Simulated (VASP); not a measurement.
A run of VASP 6.6.1 is set up as follows.

INCAR

```
ALGO = Normal
EDIFF = 1E-7
ENCUT = 520
GGA = PE
ISIF = 2
ISMEAR = -1
LASPH = T
LCHARG = T
LELF = T
LREAL = F
LVHAR = T
LWAVE = F
NBANDS = 21
NELM = 100
PREC = Accurate
SIGMA = 0.08
```

KPOINTS

```
k-points
0
Gamma
  18 18 18
```

The input POSCAR:

```
Ru
1.0
   -2.2326340069      2.2326340069      1.2282534993
    2.2326340069     -2.2326340069      1.2282534993
    2.2326340069      2.2326340069     -1.2282534993
Ru
2
Direct
   -0.3750000000     -0.1250000000     -0.2500000000
    0.3750000000      0.1250000000      0.2500000000
```

Potentials or basis: VASP PAW PBE potentials, release 64 (Ru_pv).

The run is started by

```sh
$ cat potpaw_PBE.64/Ru_pv/POTCAR > POTCAR
$ mpirun -np 1 vasp_std > vasp.out
```

Predict the pressure.

94.0 GPa.

What does it give for the band gap on the k mesh?

Zero (bands 14 and 15 overlap by 2.13 eV).

Stress tensor (GPa, compression positive):
```
94.22  0.00  0.00
 0.00 94.22  0.00
 0.00  0.00 93.46
```

Caveat: the cell stands under pressure.
